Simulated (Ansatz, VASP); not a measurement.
RbCl: VASP beside Ansatz

```xyz
8
Lattice="6.5480 0.0000 0.0000 0.0000 6.5480 0.0000 0.0000 0.0000 6.5480" Properties=species:S:1:pos:R:3 pbc="T T T"
Rb    0.0000    0.0000    0.0000
Rb    3.2740    3.2740    0.0000
Rb    3.2740    0.0000    3.2740
Rb    0.0000    3.2740    3.2740
Cl    3.2740    3.2740    3.2740
Cl    0.0000    0.0000    3.2740
Cl    0.0000    3.2740    0.0000
Cl    3.2740    0.0000    0.0000
```

Alike in both runs: task electric field gradients; functional PBE; k mesh 3 × 3 × 3; no spin polarisation.

|  | VASP | Ansatz |
| --- | --- | --- |
| version | VASP 6.6.1 | Ansatz 0.2.0 |
| potentials or method | VASP PAW PBE potentials, release 64 (Rb_sv, Cl) | plane-wave PAW, scalar-relativistic |
| plane-wave cutoff (eV) | 400 | 420 |
| occupations | gaussian, width 0.01 eV | fixed |
| valence electrons in the cell | 64 | 64 |

```tsv
	VASP	Ansatz	Ansatz less VASP
gap on the k mesh at the Fermi level (eV)	5.05	5.05	+0.004
```
